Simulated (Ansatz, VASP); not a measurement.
# MnCl: VASP beside Ansatz

File INCAR:

```
SYSTEM = MnCl
PREC = Accurate
ENCUT = 600
EDIFF = 1E-6
ISMEAR = 0
SIGMA = 0.1
LREAL = .False.
LASPH = .True.
NELM = 150
ALGO = Normal
ISIF = 3
LWAVE = .False.
LCHARG = .False.
ISPIN = 2
MAGMOM = 4.37 0
LORBIT = 11
LMAXMIX = 4
GGA = PE
IBRION = 2
NSW = 90
EDIFFG = -0.04
```

The input KPOINTS:

```
Automatic mesh
0
Gamma
  6 6 6
  0 0 0
```

POSCAR

```
MnCl
1.0
    3.4190226428      0.0000000000      0.0000000000
    0.0000000000      3.4190226428      0.0000000000
    0.0000000000      0.0000000000      3.4190226428
Mn Cl
1 1
Direct
    0.0000000000      0.0000000000      0.0000000000
    0.5000000000      0.5000000000      0.5000000000
```

Input for Ansatz:

```yaml
crystal:
  lattice:
    - [3.4190226428, 0.0, 0.0]
    - [0.0, 3.4190226428, 0.0]
    - [0.0, 0.0, 3.4190226428]
  atoms:
    - { symbol: Mn, position: [0.0, 0.0, 0.0], spin: 4.37 }
    - { symbol: Cl, position: [0.5, 0.5, 0.5] }
basis:
  ecutwfc: 420
kpoints:
  mp_grid: { grid: [6, 6, 6] }
hamiltonian:
  xc: pbe
scf:
  occupations: { method: gaussian, width: 0.1 }
  lower_state_search: "off"
output:
  forces: true
  stress: true
  eigenvalues: true
  populations: true
magnetization:
  spin_polarized: true
relax:
  adjacent_minimum: "off"
  f_tol: 0.04
  max_steps: 70
  cell: { stress_tol: 0.4 }
```

Alike in both runs: task relaxation of cell and atoms; functional PBE; k mesh 6 × 6 × 6; occupations gaussian, width 0.1 eV; collinear spin.

```csv
,VASP,Ansatz
version,VASP 6.6.1,Ansatz 0.2.0
potentials or method,"VASP PAW PBE potentials, release 64 (Mn_pv, Cl), cutoff 600 eV","scalar-relativistic, plane waves, PAW"
valence electrons in the cell,20,22
```

|  | VASP | Ansatz | Ansatz less VASP |
| --- | --- | --- | --- |
| gap on the k mesh at the Fermi level, each at its own relaxed structure (eV) | none | none | - |
| net moment per atom (μB) | 2.03 | 2.03 | 0.000 |
| size of the moment on the site where the two differ most (μB) | 3.77 | 3.80 | +0.027 |
| relaxed volume (Å³/atom) | 16.55 | 16.51 | -0.032 |
| relaxed cell length with the largest relative difference (Å) | 3.211 | 3.208 | -0.0021 |

Site moments also hang on the region over which each program counts them. A gap of «none» marks a metal or a gap that the smearing closes. VASP's potentials hold 20 valence electrons a cell and Ansatz's 22, so a difference there can come from the potentials and not from the codes.

Noted on VASP's run: the volume moved by over 15 % at a fixed basis, so the end points are rough.
